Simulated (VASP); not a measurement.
# Al3GaN4 (Cmm2) in VASP: further runs

The runs below take Al3GaN4 through single point, with PBEsol.

Everything below comes from runs of VASP 6.6.1. Logs are shortened: lines on timing, memory, paths and dates and some standing lists are left out, and cuts for length are marked.

## 1. The cell of the first run

It takes space group Cmm2 (No. 35, orthorhombic). The conventional cell has a = 6.232 Å, b = 6.232 Å, c = 9.564 Å, α = 90.00°, β = 90.00°, γ = 90.00°. Al (site symmetry 2) has 4 N at 1.90 to 2.40 Å within 2.5 Å. Al (site symmetry 2) has 4 N at 1.90 Å within 2.5 Å. Al (site symmetry mm2) has 4 N at 1.90 Å within 2.5 Å. Within 2.5 Å of Al (site symmetry mm2) lie 4 N at 1.90 Å. Ga (site symmetry mm2) has 4 N at 1.95 Å within 2.6 Å. Ga (site symmetry mm2) has 4 N at 1.95 Å within 2.6 Å. Within 2.5 Å of N (site symmetry m) lie 3 Al at 1.90 Å and 1 Ga at 1.95 Å. N (site symmetry m) has 3 Al at 1.90 Å and 1 Ga at 1.95 Å within 2.5 Å.

## 2. Single point, PBEsol (the distance across one plane changed)

Input file INCAR:

```
SYSTEM = Al3GaN4
ALGO = Normal
EDIFF = 1E-7
ENCUT = 520
GGA = PS
ISIF = 2
ISMEAR = 0
LASPH = .True.
LCHARG = .False.
LREAL = Auto
LWAVE = .False.
NBANDS = 56
NELM = 60
PREC = Accurate
SIGMA = 0.05
```

Input file KPOINTS:

```
k-points
0
Gamma
  5 5 3
  0 0 0
```

Input file POSCAR:

```
Al3GaN4
1.0
    0.0000000000     -4.4069948432      0.0000000000
    0.0000000000      0.0000000000     -4.4069948432
    9.5639896863      0.0000000000      0.0000000000
Al Ga N
6 2 8
Direct
    0.5000000000      1.0000000000      0.0564007476
    0.5000000000      1.0000000000      0.5171911696
    0.0000000000      0.5000000000      0.0564007476
    0.0000000000      0.5000000000      0.5171911696
    0.5000000000      0.5000000000      0.2867959586
    0.5000000000      0.5000000000      0.7475863806
    0.0000000000      1.0000000000      0.2867959586
    0.0000000000      1.0000000000      0.7475863806
    0.2552922824      0.7447077176      0.1691597201
    0.2552922824      0.7447077176      0.6299501421
    0.7447077176      0.2552922824      0.1691597201
    0.7447077176      0.2552922824      0.6299501421
    0.2552922824      0.2552922824      0.8652226191
    0.2552922824      0.2552922824      0.4044321972
    0.7447077176      0.7447077176      0.8652226191
    0.7447077176      0.7447077176      0.4044321972
```

Potentials or basis: VASP PAW PBE potentials, release 64 (Al, Ga_d, N).

Command:

```console
> cat potpaw_PBE.64/Al/POTCAR potpaw_PBE.64/Ga_d/POTCAR potpaw_PBE.64/N/POTCAR > POTCAR
> mpirun -np 1 vasp_std > vasp.out
```

OUTCAR:

```text
SYSTEM = Al3GaN4
   EDIFF = 1E-7
   ENCUT = 520
   GGA = PS
   ISIF = 2
   ISMEAR = 0
   LASPH = .True.
   LREAL = Auto
   NELM = 60
   PREC = Accurate

 ion  position               nearest neighbor table
   1  0.500  0.000  0.056-   9 1.90  11 1.90  13 2.40  15 2.40   3 3.12   3 3.12   3 3.12   3 3.12
                             5 3.12   7 3.12   7 3.12   5 3.12
   2  0.500  0.000  0.517-  14 1.90  16 1.90  10 1.90  12 1.90   4 3.12   4 3.12   4 3.12   4 3.12
                             5 3.12   7 3.12   7 3.12   5 3.12   6 3.12   8 3.12   8 3.12   6 3.12
   3  0.000  0.500  0.056-   9 1.90  11 1.90  13 2.40  15 2.40   1 3.12   1 3.12   1 3.12   1 3.12
                             7 3.12   7 3.12   5 3.12   5 3.12
   4  0.000  0.500  0.517-  14 1.90  16 1.90  10 1.90  12 1.90   2 3.12   2 3.12   2 3.12   2 3.12
                             7 3.12   7 3.12   5 3.12   5 3.12   6 3.12   8 3.12   6 3.12   8 3.12
   5  0.500  0.500  0.287-   9 1.90  11 1.90  14 1.90  16 1.90   7 3.12   7 3.12   7 3.12   7 3.12
                             4 3.12   4 3.12   2 3.12   2 3.12   3 3.12   1 3.12   1 3.12   3 3.12
   6  0.500  0.500  0.748-  10 1.90  12 1.90  13 1.90  15 1.90   8 3.12   8 3.12   8 3.12   8 3.12
                             4 3.12   4 3.12   2 3.12   2 3.12
   7  0.000  0.000  0.287-   9 1.95  11 1.95  14 1.95  16 1.95   5 3.12   5 3.12   5 3.12   5 3.12
                             4 3.12   2 3.12   2 3.12   4 3.12   1 3.12   3 3.12   1 3.12   3 3.12
   8  0.000  0.000  0.748-  10 1.95  12 1.95  13 1.95  15 1.95   6 3.12   6 3.12   6 3.12   6 3.12
                             4 3.12   2 3.12   2 3.12   4 3.12
   9  0.255  0.745  0.169-   5 1.90   3 1.90   1 1.90   7 1.95
  10  0.255  0.745  0.630-   6 1.90   4 1.90   2 1.90   8 1.95
  11  0.745  0.255  0.169-   5 1.90   3 1.90   1 1.90   7 1.95
  12  0.745  0.255  0.630-   6 1.90   4 1.90   2 1.90   8 1.95
  13  0.255  0.255  0.865-   6 1.90   8 1.95   1 2.40   3 2.40
  14  0.255  0.255  0.404-   2 1.90   4 1.90   5 1.90   7 1.95
  15  0.745  0.745  0.865-   6 1.90   8 1.95   1 2.40   3 2.40
  16  0.745  0.745  0.404-   2 1.90   4 1.90   5 1.90   7 1.95

  LATTYP: Found a simple tetragonal cell.
 ALAT       =     4.4069948432
 C/A-ratio  =     2.1701839976

  Lattice vectors:

 A1 = (   0.0000000000,  -4.4069948432,   0.0000000000)
 A2 = (   0.0000000000,   0.0000000000,  -4.4069948432)
 A3 = (   9.5639896863,   0.0000000000,   0.0000000000)

Analysis of symmetry for initial positions (statically):
=====================================================================
 Subroutine PRICEL returns:
 Original cell was already a primitive cell.

 Routine SETGRP: Setting up the symmetry group for a
 simple tetragonal supercell.

 Subroutine GETGRP returns: Found  4 space group operations
 (whereof  4 operations were pure point group operations)
 out of a pool of 16 trial point group operations.

The static configuration has the point symmetry C_2v.

Analysis of symmetry for dynamics (positions and initial velocities):
=====================================================================
 Subroutine PRICEL returns:
 Original cell was already a primitive cell.

 Routine SETGRP: Setting up the symmetry group for a
 simple tetragonal supercell.

 Subroutine GETGRP returns: Found  4 space group operations
 (whereof  4 operations were pure point group operations)
 out of a pool of 16 trial point group operations.

The dynamic configuration has the point symmetry C_2v.

 Subroutine INISYM returns: Found  4 space group operations
 (whereof  4 operations are pure point group operations),
 and found     1 'primitive' translations

----------------------------------------------------------------------------------------

                                     Primitive cell

  volume of cell :     185.7480

  direct lattice vectors                    reciprocal lattice vectors
     0.000000000 -4.406994843  0.000000000     0.000000000 -0.226911997  0.000000000
     0.000000000  0.000000000 -4.406994843     0.000000000  0.000000000 -0.226911997
     9.563989686  0.000000000  0.000000000     0.104558875  0.000000000  0.000000000

  length of vectors
     4.406994843  4.406994843  9.563989686     0.226911997  0.226911997  0.104558875

  position of ions in fractional coordinates (direct lattice)
     0.500000000  0.000000000  0.056400748
     0.500000000  0.000000000  0.517191170
     0.000000000  0.500000000  0.056400748
     0.000000000  0.500000000  0.517191170
     0.500000000  0.500000000  0.286795959
     0.500000000  0.500000000  0.747586381
[... 8 lines left out ...]
     0.744707718  0.744707718  0.865222619
     0.744707718  0.744707718  0.404432197

  ion indices of the primitive-cell ions
   primitive index   ion index
                 1           1
                 2           2
                 3           3
                 4           4
                 5           5
                 6           6
[... 8 lines left out ...]
                15          15
                16          16

----------------------------------------------------------------------------------------

 KPOINTS: k-points

Automatic generation of k-mesh.
 Grid dimensions read from file:
 generate k-points for:    5    5    3

 Generating k-lattice:

  Cartesian coordinates                     Fractional coordinates (reciprocal lattice)
     0.000000000 -0.045382399  0.000000000     0.200000000  0.000000000  0.000000000
     0.000000000  0.000000000 -0.045382399     0.000000000  0.200000000  0.000000000
     0.034852958  0.000000000  0.000000000     0.000000000  0.000000000  0.333333333

  Length of vectors
     0.045382399  0.045382399  0.034852958

  Shift w.r.t. Gamma in fractional coordinates (k-lattice)
     0.000000000  0.000000000  0.000000000

 Subroutine IBZKPT returns following result:
 ===========================================

 Found     18 irreducible k-points:

 Following reciprocal coordinates:
            Coordinates               Weight
  0.000000  0.000000  0.000000      1.000000
  0.200000  0.000000  0.000000      4.000000
  0.400000  0.000000  0.000000      4.000000
  0.200000  0.200000  0.000000      2.000000
 -0.200000  0.200000  0.000000      2.000000
  0.400000  0.200000  0.000000      4.000000
[... 10 lines left out ...]
  0.400000  0.400000  0.333333      4.000000
 -0.400000  0.400000  0.333333      4.000000
   k-points           NKPTS =     18   k-points in BZ     NKDIM =     18   number of bands    NBANDS=     56
   number of dos      NEDOS =    301   number of ions     NIONS =     16
   total plane-waves  NPLWV =  93312
   dimension x,y,z NGX =    36 NGY =   36 NGZ =   72
   dimension x,y,z NGXF=    72 NGYF=   72 NGZF=  144
   ions per type =               6   2   8
   NGX,Y,Z   is equivalent  to a cutoff of  13.58, 13.58, 12.52 a.u.
   NGXF,Y,Z  is equivalent  to a cutoff of  27.16, 27.16, 25.03 a.u.
 SYSTEM =  Al3GaN4
   PREC   = accura    normal or accurate (medium, high low for compatibility)
   ISTART =      0    job   : 0-new  1-cont  2-samecut
   ICHARG =      2    charge: 1-file 2-atom 10-const
   ISPIN  =      1    spin polarized calculation?
   LNONCOLLINEAR =      F non collinear calculations
   LSORBIT =      F    spin-orbit coupling
   LASPH  =      T    aspherical Exc in radial PAW
   ENCUT  =  520.0 eV  38.22 Ry    6.18 a.u.   8.19  8.19 17.78*2*pi/ulx,y,z
   NELM   =     60;   NELMIN=  2; NELMDL= -5     # of ELM steps
   EDIFF  = 0.1E-06   stopping-criterion for ELM
   LREAL  =      T    real-space projection
   EDIFFG = 0.1E-05   stopping-criterion for IOM
   NSW    =      0    number of steps for IOM
   IBRION =     -1    ionic relax: 0-MD 1-quasi-New 2-CG
   NFREE  =      0    steps in history (QN), initial steepest desc. (CG)
   ISIF   =      2    stress and relaxation
   ISYM   =      2    0-nonsym 1-usesym 2-fastsym
   POTIM  = 0.5000    time-step for ionic-motion
   TEBEG  =    0.0;   TEEND  =   0.0 temperature during run
   PSTRESS=    0.0 pullay stress
   NELECT =      84.0000    total number of electrons
   NUPDOWN=      -1.0000    fix difference up-down
   EMIN   =  10.00;   EMAX   =-10.00  energy-range for DOS
   EFERMI =   0.00;   METHOD = LEGACY
   ISMEAR =     0;   SIGMA  =   0.05  broadening in eV -4-tet -1-fermi 0-gaus
   EFERMI_NEDOS =   21; number of points for ismear=-14 and -15
   IALGO  =     38    algorithm
   IMIX   =      4    mixing-type and parameters
     AMIX     =   0.40;   BMIX     =  1.00
     AMIX_MAG =   1.60;   BMIX_MAG =  1.00
  volume/ion in A,a.u.               =      11.61        78.34
  Fermi-wavevector in a.u.,A,eV,Ry     =   1.256589  2.374609 21.483810  1.579016
  Thomas-Fermi vector in A             =   2.390289
   LORBIT       =      0    0 simple, 1 ext, 2 COOP (PROOUT), +10 PAW based schemes
   GGA     = PS    functional components
   LHFCALC =     F    Hartree Fock is set to
   AEXX    =    0.0000 exact exchange contribution
   IVDW    =     0    specifies the selected vdW correction
   LEPSILON=     F    determine dielectric tensor
   LRPA    =     F    only Hartree local field effects (RPA)
 non-spin polarized calculation
 Gauss-broadening in eV      SIGMA  =   0.05
  energy-cutoff  :      520.00
  volume of cell :      185.75
 maximum number of plane-waves:      5024
 NGX is ok and might be reduce to    36
   NGX = 17   NGY = 17   NGZ = 35

 number of electron      83.9999990 magnetization

 Free energy of the ion-electron system (eV)
  ---------------------------------------------------
  ext. energy  EPLUGINS =         0.00000000
  ---------------------------------------------------
  free energy    TOTEN  =      -114.84068456 eV

  energy without entropy =     -114.83767171  energy(sigma->0) =     -114.83917813

 E-fermi :   7.0748     XC(G=0): -10.9499

 val. band max:        7.0665431518   @ k =   0.0000   0.0000   0.3333
 cond. band min:       7.0775657108   @ k =   0.4000   0.4000   0.0000
 fundamental gap:      0.0110225590
 Fermi energy:         7.0748001676

 k-point     1 :       0.0000    0.0000    0.0000
  band No.  band energies     occupation
      1     -10.7338      2.00000
      2      -9.8282      2.00000
      3      -9.5418      2.00000
      4      -9.2042      2.00000
      5      -8.8903      2.00000
      6      -8.5425      2.00000
[... 46 lines left out ...]
     53      12.5759      0.00000
     54      12.7645      0.00000
[... 967 lines left out ...]
     53      12.8001      0.00000
     54      13.1515      0.00000
 [bands above 54 left out]

------------------------ aborting loop because EDIFF is reached ----------------------------------------

  FORCE on cell =-STRESS in cart. coord.  units (eV):
  Direction    XX          YY          ZZ          XY          YZ          ZX
  --------------------------------------------------------------------------------------
  -------------------------------------------------------------------------------------
  Total      -20.9380676     -1.7716117     -1.7716117      0.0000000     -0.7993536      0.0000000
  in kB     -180.6021834    -15.2811114    -15.2811114      0.0000000     -6.8948580      0.0000000
  external PRESSURE =     -70.3881354 kB  Pullay stress =       0.0000000 kB

 VOLUME and BASIS-vectors are now :
 -----------------------------------------------------------------------------
  energy-cutoff  :      520.00
  volume of cell :      185.75
      direct lattice vectors                 reciprocal lattice vectors
     0.000000000 -4.406994843  0.000000000     0.000000000 -0.226911997  0.000000000
     0.000000000  0.000000000 -4.406994843     0.000000000  0.000000000 -0.226911997
     9.563989686  0.000000000  0.000000000     0.104558875  0.000000000  0.000000000

 POSITION                                       TOTAL-FORCE (eV/Angst)
 -----------------------------------------------------------------------------------
      0.53942     -2.20350      0.00000        -4.522293     -0.000000      0.000000
      4.94641     -2.20350      0.00000         0.833279     -0.000000      0.000000
      0.53942      0.00000     -2.20350        -4.522293     -0.000000      0.000000
      4.94641      0.00000     -2.20350         0.833279     -0.000000      0.000000
      2.74291     -2.20350     -2.20350         0.786026     -0.000000      0.000000
      7.14991     -2.20350     -2.20350         2.055298     -0.000000      0.000000
[... 8 lines left out ...]
      8.27498     -3.28192     -3.28192         3.268775     -0.049103     -0.049103
      3.86799     -3.28192     -3.28192        -0.815849     -0.023162     -0.023162
 -----------------------------------------------------------------------------------
    total drift:                               -0.012447     -0.000000     -0.000000

  FREE ENERGIE OF THE ION-ELECTRON SYSTEM (eV)
  ---------------------------------------------------
  free  energy   TOTEN  =      -114.8406845632 eV

  energy  without entropy=     -114.8376717068  energy(sigma->0) =     -114.83917813
```

It took 4.1 min on 1 thread of AMD EPYC 9R45 (Zen 5), shared host; peak memory 0.32 GiB.

Results:

* Free energy: -114.8407 eV
* Pressure: -7.0 GPa
* Largest force: 4.522 eV/Å
* Band gap on the k mesh: zero (bands 42 and 43 overlap by 0.33 eV)

Forces in eV/Å, atoms in the order of the input:
```
Al  -4.522  0.000  0.000
Al   0.833  0.000  0.000
Al  -4.522  0.000  0.000
Al   0.833  0.000  0.000
Al   0.786  0.000  0.000
Al   2.055  0.000  0.000
Ga   0.859  0.000  0.000
Ga   2.091  0.000  0.000
N   -0.775 -0.049  0.049
N   -0.885 -0.015  0.015
N   -0.775  0.049 -0.049
N   -0.885  0.015 -0.015
N    3.269  0.049  0.049
N   -0.816  0.023  0.023
N    3.269 -0.049 -0.049
N   -0.816 -0.023 -0.023
```

Caveat: the cell differs from its parent crystal (the distance across one plane changed); the stress differs along the axes, from -18 to -2 GPa; semilocal functionals underestimate gaps, and a narrow one can read as zero; the PAW data sets were made with another functional, which shifts forces and pressure a little.

(Continued in part 2 of 2.)

The gap in the log of VASP goes by the Fermi energy; the results here count the filled bands.